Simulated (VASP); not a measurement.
# AgCl (I4mm) in VASP: notebook, part 3 of 3

VASP 6.6.1. The steps go on from the part before.

### 5 Single point, LDA

File INCAR:

```
SYSTEM = AgCl
ALGO = Normal
EDIFF = 1E-6
ENCUT = 520
ISIF = 2
ISMEAR = 0
LASPH = .TRUE.
LCHARG = .FALSE.
LREAL = .FALSE.
LWAVE = .FALSE.
NBANDS = 16
NELM = 100
PREC = Accurate
SIGMA = 0.05
```

File KPOINTS:

```
k-points
0
G
  8 8 8
  0 0 0
```

File POSCAR:

```
AgCl
1.0
    0.0000000000      2.7731500000      2.7731500000
    2.7731500000      0.0000000000      2.7731500000
    2.7731500000      2.7731500000      0.0000000000
Ag Cl
1 1
Direct
    0.4932387357      0.4932387357      0.5067612643
    0.0000000000      0.0000000000      0.0000000000
```

Potentials or basis: VASP PAW LDA potentials, release 64 (Ag, Cl).

Started as:

```sh
> cat potpaw_LDA.64/Ag/POTCAR potpaw_LDA.64/Cl/POTCAR > POTCAR
> mpirun -np 1 vasp_std > vasp.out
```

OUTCAR:

```text
SYSTEM = AgCl
   EDIFF = 1E-6
   ENCUT = 520
   ISIF = 2
   ISMEAR = 0
   LASPH = .TRUE.
   LREAL = .FALSE.
   NELM = 100
   PREC = Accurate

 ion  position               nearest neighbor table
   1  0.493  0.493  0.507-   2 2.74   2 2.77   2 2.77   2 2.77   2 2.77   2 2.81
   2  0.000  0.000  0.000-   1 2.74   1 2.77   1 2.77   1 2.77   1 2.77   1 2.81

  LATTYP: Found a face centered cubic cell.
 ALAT       =     5.5463000000

  Lattice vectors:

 A1 = (   0.0000000000,   2.7731500000,   2.7731500000)
 A2 = (   2.7731500000,   0.0000000000,   2.7731500000)
 A3 = (   2.7731500000,   2.7731500000,   0.0000000000)

Analysis of symmetry for initial positions (statically):
=====================================================================
 Subroutine PRICEL returns:
 Original cell was already a primitive cell.

 Routine SETGRP: Setting up the symmetry group for a
 face centered cubic supercell.

 Subroutine GETGRP returns: Found  8 space group operations
 (whereof  8 operations were pure point group operations)
 out of a pool of 48 trial point group operations.

The static configuration has the point symmetry C_4v.

Analysis of symmetry for dynamics (positions and initial velocities):
=====================================================================
 Subroutine PRICEL returns:
 Original cell was already a primitive cell.

 Routine SETGRP: Setting up the symmetry group for a
 face centered cubic supercell.

 Subroutine GETGRP returns: Found  8 space group operations
 (whereof  8 operations were pure point group operations)
 out of a pool of 48 trial point group operations.

The dynamic configuration has the point symmetry C_4v.

 Subroutine INISYM returns: Found  8 space group operations
 (whereof  8 operations are pure point group operations),
 and found     1 'primitive' translations

----------------------------------------------------------------------------------------

                                     Primitive cell

  volume of cell :      42.6530
[... 110 lines left out ...]
  volume/ion in A,a.u.               =      21.33       143.92
  Fermi-wavevector in a.u.,A,eV,Ry     =   1.227955  2.320498 20.515850  1.507872
  Thomas-Fermi vector in A             =   2.362898
   LORBIT       =      0    0 simple, 1 ext, 2 COOP (PROOUT), +10 PAW based schemes
   GGA     = CA    functional components
   LHFCALC =     F    Hartree Fock is set to
   AEXX    =    0.0000 exact exchange contribution
   IVDW    =     0    specifies the selected vdW correction
   LEPSILON=     F    determine dielectric tensor
   LRPA    =     F    only Hartree local field effects (RPA)
 non-spin polarized calculation
 Gauss-broadening in eV      SIGMA  =   0.05
  energy-cutoff  :      520.00
  volume of cell :       42.65
 maximum number of plane-waves:      1174
 NGX is ok and might be reduce to    30
   NGX = 15   NGY = 15   NGZ = 15

 number of electron      18.0000000 magnetization

 Free energy of the ion-electron system (eV)
  ---------------------------------------------------
  ext. energy  EPLUGINS =         0.00000000
  ---------------------------------------------------
  free energy    TOTEN  =        -6.71165286 eV

  energy without entropy =       -6.71165286  energy(sigma->0) =       -6.71165286

 E-fermi :   3.8190     XC(G=0): -10.4396

 val. band max:        3.5761628979   @ k =   0.5000   0.0000   0.0000
 cond. band min:       4.2202533523   @ k =   0.0000   0.0000   0.0000
 fundamental gap:      0.6440904544
 Fermi energy:         3.8190372643

 k-point     1 :       0.0000    0.0000    0.0000
  band No.  band energies     occupation
      1     -11.4698      2.00000
      2       1.0157      2.00000
      3       1.0303      2.00000
      4       1.0303      2.00000
      5       1.0568      2.00000
      6       1.0951      2.00000
[... 433 lines left out ...]
      3      -0.5034      2.00000
      4      -0.2632      2.00000
      5       1.1949      2.00000
      6       1.4862      2.00000
[... 8 lines left out ...]
     15      17.8480      0.00000
     16      18.7325      0.00000

 [... further k-points ...]

------------------------ aborting loop because EDIFF is reached ----------------------------------------

  FORCE on cell =-STRESS in cart. coord.  units (eV):
  Direction    XX          YY          ZZ          XY          YZ          ZX
  --------------------------------------------------------------------------------------
  -------------------------------------------------------------------------------------
  Total       -1.4832473     -1.4832473     -1.4679093      0.0000000     -0.0000000      0.0000000
  in kB      -55.7152497    -55.7152497    -55.1391075      0.0000000     -0.0000000      0.0000000
  external PRESSURE =     -55.5232023 kB  Pullay stress =       0.0000000 kB

 VOLUME and BASIS-vectors are now :
 -----------------------------------------------------------------------------
  energy-cutoff  :      520.00
  volume of cell :       42.65
      direct lattice vectors                 reciprocal lattice vectors
     0.000000000  2.773150000  2.773150000    -0.180300380  0.180300380  0.180300380
     2.773150000  0.000000000  2.773150000     0.180300380 -0.180300380  0.180300380
     2.773150000  2.773150000  0.000000000     0.180300380  0.180300380 -0.180300380

 POSITION                                       TOTAL-FORCE (eV/Angst)
 -----------------------------------------------------------------------------------
      2.77315      2.77315      2.73565         0.000000      0.000000      0.021862
      0.00000      0.00000      0.00000         0.000000      0.000000     -0.021862
 -----------------------------------------------------------------------------------
    total drift:                                0.000000      0.000000     -0.000029

  FREE ENERGIE OF THE ION-ELECTRON SYSTEM (eV)
  ---------------------------------------------------
  free  energy   TOTEN  =        -6.7116528553 eV

  energy  without entropy=       -6.7116528553  energy(sigma->0) =       -6.71165286
```

OSZICAR:

```text
N       E                     dE             d eps       ncg     rms          rms(c)
DAV:   1     0.890510015459E+02    0.89051E+02   -0.85498E+03  1888   0.102E+03
DAV:   2    -0.404829289381E+01   -0.93099E+02   -0.85177E+02  2376   0.215E+02
DAV:   3    -0.686131507270E+01   -0.28130E+01   -0.28052E+01  2296   0.385E+01
DAV:   4    -0.687515821791E+01   -0.13843E-01   -0.13842E-01  2480   0.308E+00
DAV:   5    -0.687530664786E+01   -0.14843E-03   -0.14843E-03  2272   0.318E-01    0.635E+00
DAV:   6    -0.672106963132E+01    0.15424E+00   -0.24328E-01  2528   0.665E+00    0.421E+00
DAV:   7    -0.671449260539E+01    0.65770E-02   -0.61584E-02  2368   0.166E+00    0.193E+00
DAV:   8    -0.671174435453E+01    0.27483E-02   -0.41957E-03  2144   0.583E-01    0.244E-01
DAV:   9    -0.671164372690E+01    0.10063E-03   -0.25059E-04  2568   0.234E-01    0.435E-02
DAV:  10    -0.671165287345E+01   -0.91465E-05   -0.27572E-05  2200   0.448E-02    0.139E-02
DAV:  11    -0.671165285525E+01    0.18201E-07   -0.26175E-07  1704   0.425E-03
   1 F= -.67116529E+01 E0= -.67116529E+01  d E =-.240950E-13
```

Wall time 31 s (1 thread of Intel Xeon Platinum 8488C (Sapphire Rapids), shared host); peak memory 0.17 GiB.

What came out:

| Item | Value |
| --- | --- |
| Free energy | -6.7117 eV |
| Pressure | -5.6 GPa |
| Largest force | 0.022 eV/Å |
| Band gap on the k mesh | 0.64 eV, indirect (least direct gap 2.87 eV) |

Forces on the atoms (eV/Å):
```
Ag   0.000  0.000  0.022
Cl   0.000  0.000 -0.022
```

Caveat: the cell differs from its parent crystal (all Ag atoms moved +0.037 Å, as atom 1 towards its neighbour atom 2 (Cl) at 2.773 Å).

### 6 Single point, LDA

File INCAR:

```
PREC = Accurate
ENCUT = 520
EDIFF = 1E-6
ISMEAR = 0
SIGMA = 0.05
LREAL = F
LASPH = T
NELM = 100
ALGO = Normal
ISIF = 2
LWAVE = F
LCHARG = T
GGA = CA
LELF = T
LVHAR = T
NBANDS = 16
```

File KPOINTS:

```
Automatic mesh
0
Gamma
  8 8 8
```

Changes to POSCAR since step 5:

```diff
@@ -8,3 +8,3 @@
 Direct
-    0.4932387357      0.4932387357      0.5067612643
+    0.4977462452      0.4977462452      0.5022537548
     0.0000000000      0.0000000000      0.0000000000
```

Potentials or basis: VASP PAW LDA potentials, release 64 (Ag, Cl).

Started as:

```sh
> cat potpaw_LDA.64/Ag/POTCAR potpaw_LDA.64/Cl/POTCAR > POTCAR
> mpirun -np 1 vasp_std > vasp.out
```

It took 30 s on 1 thread of Intel Xeon Platinum 8488C (Sapphire Rapids), shared host; peak memory 0.17 GiB.

It converged, with:

| Quantity | Value |
| --- | --- |
| Free energy | -6.7120 eV |
| Pressure | -5.6 GPa |
| Largest force | 0.007 eV/Å |
| Band gap on the k mesh | 0.64 eV, indirect (least direct gap 2.93 eV) |

Forces in eV/Å, atoms in the order of the input:
```
Ag   0.000  0.000  0.007
Cl   0.000  0.000 -0.007
```

Levels at points of the mesh, in eV from the valence-band top:
| k point | band 6 | band 7 | band 8 | band 9 | band 10 | band 11 | band 12 | band 13 |
| --- | --- | --- | --- | --- | --- | --- | --- | --- |
| (0.00, 0.00, 0.00) | -2.48 | -2.30 | -2.30 | -2.29 | 0.64 | 10.74 | 10.74 | 10.74 |
| (0.50, 0.00, 0.00) | -2.14 | -1.82 | 0.00 | 0.00 | 3.97 | 6.34 | 7.45 | 7.45 |
| (0.50, 0.50, 0.00) | -2.29 | -2.02 | -2.02 | -1.94 | 2.12 | 7.85 | 8.38 | 11.22 |
| (0.00, 0.50, 0.50) | -2.29 | -2.02 | -2.02 | -1.94 | 2.12 | 7.85 | 8.38 | 11.22 |

Caveat: the cell differs from its parent crystal (all Ag atoms moved +0.013 Å, as atom 1 towards its neighbour atom 2 (Cl) at 2.773 Å).
